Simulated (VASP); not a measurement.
Write the native input for VASP 6.6.1 that does the following.

| Quantity | Value |
| --- | --- |
| Task | single point |
| Functional | PBE |
| Potentials or basis | VASP PAW PBE potentials, release 64 (Zn, Cd, Se) |
| Cutoff | 500 eV |
| k mesh | 6 × 6 × 1 |
| Occupations | gaussian, width 0.1 eV |
| Spin | no spin polarisation |
| Dipole correction | no |
| Further INCAR settings | ALGO = Normal; EDIFF = 1e-06; NBANDS = 66 |

The structure of ZnCd2Se3 lies in POSCAR:

```
ZnCd2Se3
1.0
    4.1122128900      0.0000000000      0.0000000000
   -2.0561064500      3.5612808300      0.0000000000
    0.0000000000      0.0000000000     20.1335322300
Zn Cd Se
2 4 6
Direct
    0.6666666700      0.3333333300      0.0000000000
    0.3333333300      0.6666666700      0.8333333300
    0.6666666700      0.3333333300      0.3333333300
    0.6666666700      0.3333333300      0.6666666700
    0.3333333300      0.6666666700      0.1666666700
    0.3333333300      0.6666666700      0.5000000000
    0.6666666700      0.3333333300      0.1250000000
    0.6666666700      0.3333333300      0.4583333300
    0.6666666700      0.3333333300      0.7916666700
    0.3333333300      0.6666666700      0.2916666700
    0.3333333300      0.6666666700      0.6250000000
    0.3333333300      0.6666666700      0.9583333300
```

The input as run:

INCAR

```
SYSTEM = ZnCd2Se3
ALGO = Normal
EDIFF = 1E-6
ENCUT = 500
GGA = PE
GGA_COMPAT = .FALSE.
ISIF = 2
ISMEAR = 0
LASPH = .TRUE.
LCHARG = .FALSE.
LREAL = .FALSE.
LWAVE = .FALSE.
NBANDS = 66
NELM = 120
PREC = Accurate
SIGMA = 0.1
```

KPOINTS

```
k-points
0
G
  6 6 1
  0 0 0
```

Potentials or basis: VASP PAW PBE potentials, release 64 (Zn, Cd, Se).

Command:

```console
$ cat potpaw_PBE.64/Zn/POTCAR potpaw_PBE.64/Cd/POTCAR potpaw_PBE.64/Se/POTCAR > POTCAR
$ mpirun -np 1 vasp_std > vasp.out
```

It gave:

| Item | Value |
| --- | --- |
| Pressure | 8.6 GPa |
| Largest force | 1.357 eV/Å |
| Band gap on the k mesh | 0.92 eV |

Caveat: the cell stands under pressure; forces of over 1 eV/Å act on the atoms, so gaps and moduli don't describe the material at rest.

Wall time 4.4 min on 1 thread of Oxide Virtual Turin-like Processor, on a shared host, peak memory 0.36 GiB.
